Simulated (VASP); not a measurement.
# Si16H7O in VASP: a series of runs, part 3 of 3

VASP 6.6.1.

**5. Single point, PBEsol, collinear spin**

File INCAR:

```
SYSTEM = Si16H7O
PREC = Accurate ; ENCUT = 520
EDIFF = 1E-6 ; ISMEAR = -1
SIGMA = 0.02 ; LREAL = .FALSE.
LASPH = .TRUE. ; NELM = 200
ALGO = Normal ; ISIF = 2
LWAVE = .FALSE. ; LCHARG = .TRUE.
ISPIN = 2 ; MAGMOM = 0 0 0 0 0 0 0 0 0 0 0 0 0 0 0 0 0 0 0 0.23 0 0 0 0
LORBIT = 11 ; GGA = PS
LELF = .TRUE. ; LVHAR = .TRUE.
NBANDS = 60 ; GGA_COMPAT = .FALSE.
NELMDL = -8
```

File KPOINTS:

```
regular mesh
0
G
  2 2 1
  0 0 0
```

File POSCAR:

```
Si16H7O
1.0
    7.6791800000      0.0000000000      0.0000000000
    3.8395900000      6.6503650000      0.0000000000
    0.0000000000      0.0000000000     17.8687650000
H Si O
7 16 1
Direct
    0.1666668792      0.1666675438      0.0559635767
    0.6666681814      0.1666675438      0.0559635767
    0.1666662146      0.6666701752      0.0559635767
    0.6666675168      0.6666701752      0.0559635767
    0.4737423240     -0.0252768081      0.4392357278
   -0.0030648000      0.4956870788      0.4413119765
    0.5750947210      0.5800734245      0.4440094209
    0.1666668792      0.1666675438      0.1399089417
    0.6666681814      0.1666675438      0.1399089417
    0.1666662146      0.6666701752      0.1399089417
    0.6666675168      0.6666701752      0.1399089417
   -0.1665629605      0.3281774760      0.1813723556
    0.3458850229      0.3337561171      0.1838627348
   -0.1653223401      0.8277290043      0.1854632931
    0.3185246559      0.8392020588      0.1809302434
   -0.1685697442      0.3440412669      0.3132113495
    0.3240202497      0.3106295669      0.3199437678
   -0.1912084032      0.8490812158      0.3153211764
    0.3193889448      0.8193986345      0.3109056502
   -0.0154887084      0.0169915486      0.3520388790
    0.4906370451     -0.0276826911      0.3557716496
   -0.0050693858      0.5096712737      0.3522459442
    0.5315823891      0.5288281170      0.3673001464
    0.4552869093      0.3576345058      0.3815708584
```

On the command line:

```
> cat potpaw_PBE.64/H/POTCAR potpaw_PBE.64/Si/POTCAR potpaw_PBE.64/O/POTCAR > POTCAR
> mpirun -np 1 vasp_std > vasp.out
```

Wall time 14 min (1 thread of Intel Xeon 6975P-C (Granite Rapids), shared host); peak memory 1.5 GiB.

The run converged. Its results:

* Free energy: -119.5173 eV
* Largest force: 2.033 eV/Å
* Band gap on the k mesh: 0.63 eV (least direct gap 0.68 eV)
* Net moment: 1.00 μB per cell
* Site moments: H +0.00, +0.01, -0.00 (each value once); Si -0.00, +0.03, +0.02, +0.00, +0.23 (each value once); O +0.00 μB
* Valence electrons inside the program's atomic spheres: H 0.56, 0.52, 0.57 (each value once); Si 1.71, 1.73, 1.70, 1.69, 1.72, 1.76, 1.67, 1.74, 1.65, 1.75 (each value once); O 5.13

Forces on the atoms (eV/Å):
```
H    0.036 -0.012 -0.108
H    0.001 -0.013 -0.120
H   -0.136  0.004 -0.114
H    0.038  0.040 -0.146
H    0.141 -0.019  0.143
H   -0.005  0.105 -1.079
H   -0.090  0.053 -0.043
Si   0.390  0.560  0.348
Si   0.290 -0.879 -0.031
Si  -0.401 -0.257  0.122
Si  -0.605 -0.039  0.312
Si   0.279  0.602  0.091
Si  -0.990  0.106  0.679
Si  -0.103  0.516 -0.517
Si   1.117 -0.595 -0.032
Si   0.755 -0.264 -1.124
Si  -0.059 -0.464 -0.843
Si   1.339 -0.559 -0.034
Si  -0.603  0.871 -0.554
Si  -0.340 -0.784  0.163
Si  -0.886  0.752  0.077
Si  -0.057  0.311  1.439
Si  -1.218 -1.019  1.269
O    1.105  0.982  0.105
```

Levels at points of the mesh, in eV from the valence-band top:
Spin up:
```csv
k point,band 37,band 38,band 39,band 40,band 41,band 42
"(0.00, 0.00, 0.00)",-0.25,-0.16,-0.08,1.01,1.34,1.59
"(0.50, 0.00, 0.00)",-1.02,-0.69,-0.03,1.71,2.05,2.33
"(0.50, 0.50, 0.00)",-0.82,-0.29,0.00,1.58,1.69,1.93
"(0.00, 0.50, 0.00)",-1.12,-0.74,0.00,1.72,2.05,2.34
```
Spin down:
```csv
k point,band 36,band 37,band 38,band 39,band 40,band 41
"(0.00, 0.00, 0.00)",-0.72,-0.22,-0.05,0.63,1.10,1.43
"(0.50, 0.00, 0.00)",-1.13,-1.00,-0.65,0.82,1.80,2.08
"(0.50, 0.50, 0.00)",-1.18,-0.79,-0.27,0.83,1.67,1.73
"(0.00, 0.50, 0.00)",-1.20,-1.11,-0.70,0.84,1.83,2.07
```

Caveat: the k points lie up to 0.47 Å⁻¹ apart; the PAW data sets were made with another functional, which shifts forces and pressure a little.

**6. Single point, PBEsol, collinear spin, ferromagnetic start**

File INCAR:

```
SYSTEM = Si16H7O
  ALGO = Normal
  EDIFF = 1E-6
  ENCUT = 520
  GGA = PS
  ISIF = 2
  ISMEAR = -1
  ISPIN = 2
  LASPH = .TRUE.
  LCHARG = .FALSE.
  LORBIT = 11
  LREAL = Auto
  LWAVE = .FALSE.
  MAGMOM = 0 0 0 0 0 0 0 0 0 0 0 0 0 0 0 0 0 0 0 0 0 0 0 1
  NBANDS = 60
  NELM = 150
  PREC = Accurate
  SIGMA = 0.02
```

File KPOINTS:

```
k-points
0
G
  2 2 1
  0 0 0
```

File POSCAR:

```
Si16H7O
1.0
    7.6791800000      0.0000000000      0.0000000000
    3.8395900000      6.6503650000      0.0000000000
    0.0000000000      0.0000000000     17.8687650000
H Si O
7 16 1
Direct
    0.1666668792      0.1666675438      0.0559635767
    0.6666681814      0.1666675438      0.0559635767
    0.1666662146      0.6666701752      0.0559635767
    0.6666675168      0.6666701752      0.0559635767
    0.4645709103     -0.0299833167      0.4399520616
   -0.0860253790      0.5065135523      0.4292462294
    0.5066045288      0.6106882855      0.4525942336
    0.1666668792      0.1666675438      0.1399089417
    0.6666681814      0.1666675438      0.1399089417
    0.1666662146      0.6666701752      0.1399089417
    0.6666675168      0.6666701752      0.1399089417
   -0.1699127869      0.3393046848      0.1771359129
    0.3315276029      0.3267640197      0.1891624855
   -0.1612961124      0.8348865062      0.1853625586
    0.3481246251      0.8271425704      0.1789659218
   -0.1814528868      0.3390490597      0.3054044306
    0.3188208931      0.3105844566      0.3136478654
   -0.1549529774      0.8259245921      0.3189644052
    0.3168432368      0.8420440081      0.3078276535
   -0.0031566315      0.0006616178      0.3496884088
    0.5026126508     -0.0173073207      0.3561689910
   -0.0059716743      0.4792067804      0.3528279654
    0.5283825456      0.5339255815      0.3763998239
    0.4259377998      0.3969556558      0.3755771594
```

Potentials or basis: VASP PAW PBE potentials, release 64 (H, Si, O).

On the command line:

```
> cat potpaw_PBE.64/H/POTCAR potpaw_PBE.64/Si/POTCAR potpaw_PBE.64/O/POTCAR > POTCAR
> mpirun -np 1 vasp_std > vasp.out
```

It took 32 min on 1 thread of Intel Xeon 8259CL, shared host; peak memory 1.5 GiB.

Results (log left out):

```
Free energy                                           : -118.9175 eV
Largest force                                         : 2.609 eV/Å
Band gap on the k mesh                                : 0.15 eV (least direct gap 0.33 eV)
Net moment                                            : 0.99 μB per cell
Site moments                                          : H +0.00, +0.01, -0.00 (each value once); Si -0.00, +0.03, +0.01, +0.00, +0.02, +0.22 (each value once); O +0.00 μB
Valence electrons inside the program's atomic spheres : H 0.56, 0.54, 0.58, 0.59 (each value once); Si 1.71, 1.70, 1.75, 1.73, 1.72, 1.69, 1.68, 1.76 (each value once); O 5.18
```

Forces on the atoms (eV/Å):
```
H    0.129  0.148 -0.129
H   -0.195 -0.048 -0.121
H   -0.129 -0.121 -0.124
H    0.060  0.070 -0.164
H    0.395  0.175 -0.367
H    0.345 -0.224  0.932
H    0.577 -0.009  0.719
Si  -0.043 -0.456  0.172
Si  -0.249  0.012  0.326
Si   0.441 -0.353  0.464
Si   1.344  0.248 -0.394
Si  -0.375 -0.576  0.031
Si   0.738  0.784 -1.838
Si  -0.369  0.015 -0.014
Si  -1.640  0.577  0.170
Si   0.020 -0.418  0.582
Si   0.962 -0.382  2.395
Si  -1.151 -0.695 -0.511
Si   1.027 -1.114  0.244
Si   0.174  1.115  0.178
Si  -0.451 -0.145  0.061
Si   0.036  1.003 -0.581
Si   0.074  1.317 -1.854
O   -1.721 -0.922 -0.178
```

Levels at points of the mesh, in eV from the valence-band top:
Spin up:
| k point | band 35 | band 36 | band 37 | band 38 | band 39 | band 40 | band 41 | band 42 | band 43 | band 44 |
| --- | --- | --- | --- | --- | --- | --- | --- | --- | --- | --- |
| (0.00, 0.00, 0.00) | -1.36 | -0.99 | -0.72 | -0.53 | -0.35 | 0.75 | 0.99 | 1.09 | 1.34 | 1.55 |
| (0.50, 0.00, 0.00) | -1.93 | -1.49 | -1.26 | -1.04 | -0.43 | 1.26 | 1.61 | 1.95 | 2.14 | 2.48 |
| (0.50, 0.50, 0.00) | -1.64 | -1.57 | -1.26 | -0.45 | -0.01 | 1.25 | 1.42 | 1.66 | 1.88 | 2.12 |
| (0.00, 0.50, 0.00) | -2.01 | -1.54 | -1.39 | -0.85 | -0.43 | 1.36 | 1.62 | 1.71 | 2.09 | 2.41 |
Spin down:
| k point | band 34 | band 35 | band 36 | band 37 | band 38 | band 39 | band 40 | band 41 | band 42 | band 43 |
| --- | --- | --- | --- | --- | --- | --- | --- | --- | --- | --- |
| (0.00, 0.00, 0.00) | -1.38 | -1.35 | -0.95 | -0.63 | -0.34 | 0.15 | 0.79 | 1.11 | 1.14 | 1.37 |
| (0.50, 0.00, 0.00) | -2.02 | -1.89 | -1.46 | -1.24 | -1.01 | 0.35 | 1.35 | 1.64 | 1.96 | 2.17 |
| (0.50, 0.50, 0.00) | -1.97 | -1.62 | -1.55 | -1.24 | 0.00 | 0.33 | 1.30 | 1.50 | 1.69 | 1.92 |
| (0.00, 0.50, 0.00) | -2.06 | -1.96 | -1.52 | -1.35 | -0.82 | 0.33 | 1.45 | 1.64 | 1.72 | 2.14 |

Caveat: the k points lie up to 0.47 Å⁻¹ apart; the atoms stand as in a frame of molecular dynamics; the PAW data sets were made with another functional, which shifts forces and pressure a little.

**7. Overview**

```tsv
spin	cell	gap on the mesh (eV)	moment (μB)	largest force (eV/Å)
collinear, ferromagnetic start	as given, atomic positions A	0.32	1.00	2.75
collinear, ferromagnetic start	as given, atomic positions B	0.50	1.00	3.08
collinear, ferromagnetic start	as given, atomic positions C	0.68	1.00	1.92
collinear	as given, atomic positions D	0.63	1.00	2.03
collinear, ferromagnetic start	as given, atomic positions E	0.15	0.99	2.61
```

Alike in all rows: task single point; level PBEsol; potentials or basis VASP PAW PBE potentials, release 64 (H, Si, O); k mesh 2 × 2 × 1; cutoff (eV) 520; smearing fermi-dirac 0.02 eV.

Caveats: all runs use coarse meshes; the PAW data sets were made with another functional, which shifts forces and pressure a little; the atoms stand as in a frame of molecular dynamics (at least some runs).

Absolute energies hang on the potentials; compare differences alone.
